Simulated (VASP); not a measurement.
Here is a VASP 6.6.1 calculation.

Contents of INCAR:

```
SYSTEM = NaF
PREC     = Accurate       ! precision mode
ENCUT    = 600            ! plane-wave cutoff, eV
EDIFF    = 1E-7           ! SCF threshold, eV
ISMEAR   = -1             ! smearing method
SIGMA    = 0.02           ! smearing width, eV
LREAL    = .False.        ! projectors in reciprocal space
LASPH    = .True.         ! aspherical terms in the spheres
NELM     = 100            ! most SCF steps
ALGO     = Normal         ! electronic algorithm
ISIF     = 3              ! what is computed and relaxed
LWAVE    = .False.        ! write WAVECAR
LCHARG   = .False.        ! write CHGCAR
GGA      = CA             ! functional
IBRION   = 2              ! ionic algorithm
NSW      = 80             ! ionic steps
EDIFFG   = -0.005         ! ionic threshold
```

File KPOINTS:

```
regular mesh
0
Gamma
  8 8 8
  0 0 0
```

Contents of POSCAR:

```
NaF
1.0
    0.0000000000      2.3499911958      2.3499911958
    2.3499911958      0.0000000000      2.3499911958
    2.3499911958      2.3499911958      0.0000000000
Na F
1 1
Direct
    0.0000000000      0.0000000000      0.0000000000
    0.5000000000      0.5000000000      0.5000000000
```

Potentials or basis: VASP PAW LDA potentials, release 64 (Na_pv, F).

Run with:

```console
$ cat potpaw_LDA.64/Na_pv/POTCAR potpaw_LDA.64/F/POTCAR > POTCAR
$ mpirun -np 1 vasp_std > vasp.out
```

Predict the space group after relaxing (to 0.05 Å).

Fm-3m (No. 225).

What does it give for the relaxed cell?

a = 3.180 Å, b = 3.180 Å, c = 3.180 Å, α = 60.00°, β = 60.00°, γ = 60.00°.

Predict the relaxed volume.

11.37 Å³/atom.

Predict the band gap on the k mesh.

6.46 eV, direct.

Final structure:
```
Na F
1.0
     0.00000    2.24895    2.24895
     2.24895    0.00000    2.24895
     2.24895    2.24895    0.00000
Na F
1 1
Cartesian
  0.0000 0.0000 0.0000
  2.2490 2.2490 2.2490
```
